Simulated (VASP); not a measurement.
# SnO2 in VASP: notebook

SnO2 is run at these levels: r2SCAN; tasks: single point.

Program: VASP 6.6.1. These are calculated values, not measurements. Logs are shortened: lines on timing, memory, paths and dates and some standing lists are left out, and cuts for length are marked.

### Step 1. The cell of the first run

The typed cell holds 6 atoms: a = 4.831 Å, b = 4.831 Å, c = 3.297 Å, α = 90.00°, β = 90.00°, γ = 90.00°.

### Step 2. Single point, r2SCAN (strain +0.015 along x and y, +0.030 along z)

File POSCAR:

```
SnO2
1.0
    4.8312153838      0.0000000000      0.0000000000
    0.0000000000      4.8314584775      0.0000000000
    0.0000000000      0.0000000000      3.2967320809
Sn O
2 4
Direct
    0.5000000000      0.5000000000      0.5000000000
    0.0000000000      0.0000000000      0.0000000000
    0.3058623571      0.3059582263      0.0000000000
    0.8058623571      0.1940417737      0.5000000000
    0.1941376429      0.8059582263      0.5000000000
    0.6941376429      0.6940417737      0.0000000000
```

File INCAR.step1:

```
SYSTEM = SnO2
PREC = Accurate
ENCUT = 520
ISMEAR = 0
SIGMA = 0.05
LREAL = .False.
LASPH = .True.
NELM = 60
NBANDS = 35
GGA = PE
ALGO = Normal
EDIFF = 1E-4
LWAVE = .True.
LCHARG = .False.
```

File INCAR.step2:

```
SYSTEM = SnO2
PREC = Accurate
ENCUT = 520
EDIFF = 1E-7
ISMEAR = 0
SIGMA = 0.05
LREAL = .False.
LASPH = .True.
NELM = 60
ALGO = Normal
ISIF = 2
LWAVE = .False.
LCHARG = .True.
METAGGA = R2SCAN
LMIXTAU = .True.
LELF = .True.
LVHAR = .True.
NBANDS = 35
ISTART = 1
```

File KPOINTS:

```
Automatic mesh
0
Gamma
  6 6 8
  0 0 0
```

Potentials or basis: VASP PAW PBE potentials, release 64 (Sn_d, O).

Launch:

```bash
cat potpaw_PBE.64/Sn_d/POTCAR potpaw_PBE.64/O/POTCAR > POTCAR
cp INCAR.step1 INCAR
mpirun -np 1 vasp_std > vasp.out
cp INCAR.step2 INCAR
mpirun -np 1 vasp_std > vasp.out
```

OUTCAR:

```text
SYSTEM = SnO2
   PREC = Accurate
   ENCUT = 520
   EDIFF = 1E-7
   ISMEAR = 0
   LREAL = .False.
   LASPH = .True.
   NELM = 60
   ISIF = 2
   METAGGA = R2SCAN
   ISTART = 1

 ion  position               nearest neighbor table
   1  0.500  0.500  0.500-   4 2.09   5 2.09   3 2.12   6 2.12   3 2.12   6 2.12
   2  0.000  0.000  0.000-   3 2.09   6 2.09   5 2.12   4 2.12   4 2.12   5 2.12
   3  0.306  0.306  0.000-   2 2.09   1 2.12   1 2.12
   4  0.806  0.194  0.500-   1 2.09   2 2.12   2 2.12
   5  0.194  0.806  0.500-   1 2.09   2 2.12   2 2.12
   6  0.694  0.694  0.000-   2 2.09   1 2.12   1 2.12

  LATTYP: Found a simple orthorhombic cell.
 ALAT       =     3.2967320809
 B/A-ratio  =     1.4654558712
 C/A-ratio  =     1.4655296090

  Lattice vectors:

 A1 = (   0.0000000000,   0.0000000000,   3.2967320809)
 A2 = (   4.8312153838,   0.0000000000,   0.0000000000)
 A3 = (   0.0000000000,   4.8314584775,   0.0000000000)

Analysis of symmetry for initial positions (statically):
=====================================================================
 Subroutine PRICEL returns:
 Original cell was already a primitive cell.

 Routine SETGRP: Setting up the symmetry group for a
 simple orthorhombic supercell.

 Subroutine GETGRP returns: Found  8 space group operations
 (whereof  4 operations were pure point group operations)
 out of a pool of  8 trial point group operations.

The static configuration has the point symmetry C_2h.
 The point group associated with its full space group is D_2h.

Analysis of symmetry for dynamics (positions and initial velocities):
=====================================================================
 Subroutine PRICEL returns:
 Original cell was already a primitive cell.

 Routine SETGRP: Setting up the symmetry group for a
 simple orthorhombic supercell.

 Subroutine GETGRP returns: Found  8 space group operations
 (whereof  4 operations were pure point group operations)
 out of a pool of  8 trial point group operations.

The dynamic configuration has the point symmetry C_2h.
 The point group associated with its full space group is D_2h.

 Subroutine INISYM returns: Found  8 space group operations
 (whereof  4 operations are pure point group operations),
 and found     1 'primitive' translations

----------------------------------------------------------------------------------------

                                     Primitive cell

  volume of cell :      76.9517

  direct lattice vectors                    reciprocal lattice vectors
     4.831215384  0.000000000  0.000000000     0.206987253  0.000000000  0.000000000
     0.000000000  4.831458478  0.000000000     0.000000000  0.206976838  0.000000000
     0.000000000  0.000000000  3.296732081     0.000000000  0.000000000  0.303330685

  length of vectors
     4.831215384  4.831458478  3.296732081     0.206987253  0.206976838  0.303330685

  position of ions in fractional coordinates (direct lattice)
     0.500000000  0.500000000  0.500000000
     0.000000000  0.000000000  0.000000000
     0.305862357  0.305958226  0.000000000
     0.805862357  0.194041774  0.500000000
     0.194137643  0.805958226  0.500000000
     0.694137643  0.694041774  0.000000000

  ion indices of the primitive-cell ions
   primitive index   ion index
                 1           1
                 2           2
                 3           3
                 4           4
                 5           5
                 6           6

----------------------------------------------------------------------------------------

 KPOINTS: Automatic mesh

Automatic generation of k-mesh.
 Grid dimensions read from file:
 generate k-points for:    6    6    8

 Generating k-lattice:

  Cartesian coordinates                     Fractional coordinates (reciprocal lattice)
     0.034497875  0.000000000  0.000000000     0.166666667  0.000000000  0.000000000
     0.000000000  0.034496140  0.000000000     0.000000000  0.166666667  0.000000000
     0.000000000  0.000000000  0.037916336     0.000000000  0.000000000  0.125000000

  Length of vectors
     0.034497875  0.034496140  0.037916336

  Shift w.r.t. Gamma in fractional coordinates (k-lattice)
     0.000000000  0.000000000  0.000000000

 Subroutine IBZKPT returns following result:
 ===========================================

 Found     80 irreducible k-points:

 Following reciprocal coordinates:
            Coordinates               Weight
  0.000000  0.000000  0.000000      1.000000
  0.166667  0.000000  0.000000      2.000000
  0.333333  0.000000  0.000000      2.000000
  0.500000  0.000000  0.000000      1.000000
  0.000000  0.166667  0.000000      2.000000
  0.166667  0.166667  0.000000      4.000000
[... 16 lines left out ...]
  0.333333  0.166667  0.125000      8.000000
  0.500000  0.166667  0.125000      4.000000
 [... further k-points ...]
   k-points           NKPTS =     80   k-points in BZ     NKDIM =     80   number of bands    NBANDS=     35
   number of dos      NEDOS =    301   number of ions     NIONS =      6
   total plane-waves  NPLWV =  36288
   dimension x,y,z NGX =    36 NGY =   36 NGZ =   28
   dimension x,y,z NGXF=    72 NGYF=   72 NGZF=   56
   ions per type =               2   4
   NGX,Y,Z   is equivalent  to a cutoff of  12.39, 12.39, 14.12 a.u.
   NGXF,Y,Z  is equivalent  to a cutoff of  24.78, 24.77, 28.24 a.u.
 SYSTEM =  SnO2
   PREC   = accura    normal or accurate (medium, high low for compatibility)
   ISTART =      1    job   : 0-new  1-cont  2-samecut
   ICHARG =      0    charge: 1-file 2-atom 10-const
   ISPIN  =      1    spin polarized calculation?
   LNONCOLLINEAR =      F non collinear calculations
   LSORBIT =      F    spin-orbit coupling
   LASPH  =      T    aspherical Exc in radial PAW
   ENCUT  =  520.0 eV  38.22 Ry    6.18 a.u.   8.98  8.98  6.13*2*pi/ulx,y,z
   NELM   =     60;   NELMIN=  2; NELMDL=  0     # of ELM steps
   EDIFF  = 0.1E-06   stopping-criterion for ELM
   LREAL  =      F    real-space projection
   EDIFFG = 0.1E-05   stopping-criterion for IOM
   NSW    =      0    number of steps for IOM
   IBRION =     -1    ionic relax: 0-MD 1-quasi-New 2-CG
   NFREE  =      0    steps in history (QN), initial steepest desc. (CG)
   ISIF   =      2    stress and relaxation
   ISYM   =      2    0-nonsym 1-usesym 2-fastsym
   POTIM  = 0.5000    time-step for ionic-motion
   TEBEG  =    0.0;   TEEND  =   0.0 temperature during run
   PSTRESS=    0.0 pullay stress
   NELECT =      52.0000    total number of electrons
   NUPDOWN=      -1.0000    fix difference up-down
   EMIN   =  10.00;   EMAX   =-10.00  energy-range for DOS
   EFERMI =   0.00;   METHOD = LEGACY
   ISMEAR =     0;   SIGMA  =   0.05  broadening in eV -4-tet -1-fermi 0-gaus
   EFERMI_NEDOS =   21; number of points for ismear=-14 and -15
   IALGO  =     38    algorithm
   IMIX   =      4    mixing-type and parameters
     AMIX     =   0.40;   BMIX     =  1.00
     AMIX_MAG =   1.60;   BMIX_MAG =  1.00
  volume/ion in A,a.u.               =      12.83        86.55
  Fermi-wavevector in a.u.,A,eV,Ry     =   1.436602  2.714784 28.080054  2.063826
  Thomas-Fermi vector in A             =   2.555772
   LORBIT       =      0    0 simple, 1 ext, 2 COOP (PROOUT), +10 PAW based schemes
   METAGGA = R2SCAN    functional components
   LHFCALC =     F    Hartree Fock is set to
   AEXX    =    0.0000 exact exchange contribution
   IVDW    =     0    specifies the selected vdW correction
   LEPSILON=     F    determine dielectric tensor
   LRPA    =     F    only Hartree local field effects (RPA)
 non-spin polarized calculation
 Gauss-broadening in eV      SIGMA  =   0.05
  energy-cutoff  :      520.00
  volume of cell :       76.95
 maximum number of plane-waves:      2096
 NGX is ok and might be reduce to    36
   NGX = 17   NGY = 17   NGZ = 13

 number of electron      52.0000005 magnetization

 Free energy of the ion-electron system (eV)
  ---------------------------------------------------
  ext. energy  EPLUGINS =         0.00000000
  ---------------------------------------------------
  free energy    TOTEN  =       -84.48175195 eV

  energy without entropy =      -84.48175195  energy(sigma->0) =      -84.48175195

 E-fermi :   5.1853     XC(G=0): -11.6401

 val. band max:        4.8947522520   @ k =   0.0000   0.0000   0.0000
 cond. band min:       5.9463433897   @ k =   0.0000   0.0000   0.0000
 fundamental gap:      1.0515911377
 Fermi energy:         5.1853230517

 k-point     1 :       0.0000    0.0000    0.0000
  band No.  band energies     occupation
      1     -16.7481      2.00000
      2     -15.9569      2.00000
      3     -15.7930      2.00000
      4     -15.7929      2.00000
      5     -15.7811      2.00000
      6     -15.7463      2.00000
[... 27 lines left out ...]
     34      17.3587      0.00000
     35      17.8967      0.00000

 k-point     2 :       0.1667    0.0000    0.0000
  band No.  band energies     occupation
      1     -16.7067      2.00000
      2     -16.0131      2.00000
      3     -15.7917      2.00000
      4     -15.7916      2.00000
      5     -15.7818      2.00000
      6     -15.7697      2.00000
[... 27 lines left out ...]
     34      17.4073      0.00000
     35      17.8895      0.00000

 k-point     3 :       0.3333    0.0000    0.0000
  band No.  band energies     occupation
      1     -16.5864      2.00000
      2     -16.1858      2.00000
      3     -15.7891      2.00000
      4     -15.7890      2.00000
      5     -15.7871      2.00000
      6     -15.7840      2.00000
[... 27 lines left out ...]
     34      17.6227      0.00000
     35      17.8608      0.00000
[... 723 lines left out ...]
 k-point    23 :       0.3333    0.1667    0.1250
  band No.  band energies     occupation
      1     -16.5330      2.00000
      2     -16.2317      2.00000
      3     -15.9165      2.00000
      4     -15.8886      2.00000
      5     -15.7510      2.00000
      6     -15.7335      2.00000
[... 27 lines left out ...]
     34      17.6685      0.00000
     35      17.8274      0.00000

 k-point    24 :       0.5000    0.1667    0.1250
  band No.  band energies     occupation
      1     -16.3959      2.00000
      2     -16.3959      2.00000
      3     -15.9043      2.00000
      4     -15.9043      2.00000
      5     -15.7415      2.00000
      6     -15.7415      2.00000
[... 27 lines left out ...]
     34      17.5983      0.00000
     35      17.8289      0.00000

 [... further k-points ...]

------------------------ aborting loop because EDIFF is reached ----------------------------------------

  FORCE on cell =-STRESS in cart. coord.  units (eV):
  Direction    XX          YY          ZZ          XY          YZ          ZX
  --------------------------------------------------------------------------------------
  -------------------------------------------------------------------------------------
  Total       -4.2613647     -4.2616488     -6.9425632     -0.0000000      0.0000000      0.0000000
  in kB      -88.7239728    -88.7298886   -144.5480113     -0.0000000      0.0000000      0.0000000
  external PRESSURE =    -107.3339576 kB  Pullay stress =       0.0000000 kB

 VOLUME and BASIS-vectors are now :
 -----------------------------------------------------------------------------
  energy-cutoff  :      520.00
  volume of cell :       76.95
      direct lattice vectors                 reciprocal lattice vectors
     4.831215384  0.000000000  0.000000000     0.206987253  0.000000000  0.000000000
     0.000000000  4.831458478  0.000000000     0.000000000  0.206976838  0.000000000
     0.000000000  0.000000000  3.296732081     0.000000000  0.000000000  0.303330685

 POSITION                                       TOTAL-FORCE (eV/Angst)
 -----------------------------------------------------------------------------------
      2.41561      2.41573      1.64837         0.000000     -0.000000      0.000000
      0.00000      0.00000      0.00000         0.000000     -0.000000      0.000000
      1.47769      1.47822      0.00000         0.125555      0.124985      0.000000
      3.89329      0.93750      1.64837         0.125555     -0.124985      0.000000
      0.93792      3.89395      1.64837        -0.125555      0.124985      0.000000
      3.35353      3.35323      0.00000        -0.125555     -0.124985     -0.000000
 -----------------------------------------------------------------------------------
    total drift:                                0.000000      0.000000      0.000000

  FREE ENERGIE OF THE ION-ELECTRON SYSTEM (eV)
  ---------------------------------------------------
  free  energy   TOTEN  =       -84.4817519472 eV

  energy  without entropy=      -84.4817519472  energy(sigma->0) =      -84.48175195
```

Run time: 8.2 min. Hardware: 1 thread of AMD EPYC 9R45 (Zen 5), shared host; peak memory 0.28 GiB.

What came out:

```
Free energy            : -84.4818 eV
Pressure               : -10.7 GPa
Largest force          : 0.177 eV/Å
Band gap on the k mesh : 1.05 eV, direct
```

Forces on the atoms (eV/Å):
```
Sn   0.000  0.000  0.000
Sn   0.000  0.000  0.000
O    0.126  0.125  0.000
O    0.126 -0.125  0.000
O   -0.126  0.125  0.000
O   -0.126 -0.125  0.000
```

Caveat: the cell differs from its parent crystal (strain +0.015 along x and y, +0.030 along z); the PAW data sets were made with another functional, which shifts forces and pressure a little; spin-orbit coupling is left out, which moves the levels of the heavy elements.

### Step 3. Single point, r2SCAN (strain -0.015 along x and y, -0.030 along z)

Changes to POSCAR since step 2:

```diff
@@ -2,5 +2,5 @@
 1.0
-    4.8312153838      0.0000000000      0.0000000000
-    0.0000000000      4.8314584775      0.0000000000
-    0.0000000000      0.0000000000      3.2967320809
+    4.6884208404      0.0000000000      0.0000000000
+    0.0000000000      4.6886567491      0.0000000000
+    0.0000000000      0.0000000000      3.1046894355
 Sn O
```

File INCAR.step1:

```
SYSTEM = SnO2
ALGO = Normal ; EDIFF = 1E-4
ENCUT = 520 ; GGA = PE
ISMEAR = 0 ; LASPH = .True.
LCHARG = .False. ; LREAL = .False.
LWAVE = .True. ; NBANDS = 35
NELM = 80 ; PREC = Accurate
SIGMA = 0.05
```

File INCAR.step2:

```
SYSTEM = SnO2
ALGO = Normal ; EDIFF = 1E-6
ENCUT = 520 ; ISIF = 2
ISMEAR = 0 ; ISTART = 1
LASPH = .True. ; LCHARG = .True.
LELF = .True. ; LMIXTAU = .True.
LREAL = .False. ; LVHAR = .True.
LWAVE = .False. ; METAGGA = R2SCAN
NBANDS = 35 ; NELM = 80
PREC = Accurate ; SIGMA = 0.05
```

File KPOINTS:

```
k-points
0
Gamma
  6 6 8
  0 0 0
```

Potentials or basis: VASP PAW PBE potentials, release 64 (Sn_d, O).

Launch:

```bash
cat potpaw_PBE.64/Sn_d/POTCAR potpaw_PBE.64/O/POTCAR > POTCAR
cp INCAR.step1 INCAR
mpirun -np 1 vasp_std > vasp.out
cp INCAR.step2 INCAR
mpirun -np 1 vasp_std > vasp.out
```

Run time: 6.1 min. Hardware: 1 thread of Intel Xeon Platinum 8488C (Sapphire Rapids), shared host; peak memory 0.28 GiB.

Results (log left out):

```
Free energy            : -84.3663 eV
Pressure               : 17.4 GPa
Largest force          : 0.381 eV/Å
Band gap on the k mesh : 2.60 eV, direct
```

Forces on the atoms (eV/Å):
```
Sn   0.000  0.000  0.000
Sn   0.000  0.000  0.000
O   -0.270 -0.270  0.000
O   -0.270  0.270  0.000
O    0.270 -0.270  0.000
O    0.270  0.270  0.000
```

Stress tensor (GPa, compression positive):
```
14.24  0.00  0.00
 0.00 14.24  0.00
 0.00  0.00 23.63
```

Levels at points of the mesh, in eV from the valence-band top:
```
           k point  band 22  band 23  band 24  band 25  band 26  band 27  band 28  band 29  band 30  band 31
(0.00, 0.00, 0.00)    -1.14    -1.14    -0.86    -0.86     0.00     2.60     7.54     7.55     7.58    11.38
(0.50, 0.00, 0.00)    -2.06    -1.11    -1.11    -0.68    -0.68     5.75     5.75     8.32     8.32    12.49
(0.00, 0.50, 0.00)    -2.06    -1.11    -1.11    -0.68    -0.68     5.75     5.75     8.32     8.32    12.49
(0.50, 0.50, 0.00)    -2.07    -1.22    -1.22    -1.02    -1.02     6.25     6.25     8.79     8.79    12.46
(0.00, 0.00, 0.50)    -2.64    -1.82    -1.82    -1.36    -1.36     7.70     7.70    10.95    10.95    12.25
(0.50, 0.00, 0.50)    -1.81    -1.24    -1.24    -0.66    -0.66     7.97     7.97     9.32     9.32    12.71
(0.00, 0.50, 0.50)    -1.81    -1.24    -1.24    -0.66    -0.66     7.97     7.97     9.32     9.32    12.71
(0.50, 0.50, 0.50)    -2.42    -1.04    -1.04    -0.96    -0.96     6.20     6.20     9.96     9.96    12.67
```

Caveat: the cell differs from its parent crystal (strain -0.015 along x and y, -0.030 along z); the PAW data sets were made with another functional, which shifts forces and pressure a little; spin-orbit coupling is left out, which moves the levels of the heavy elements.

(Part 1 of 2 ends here.)
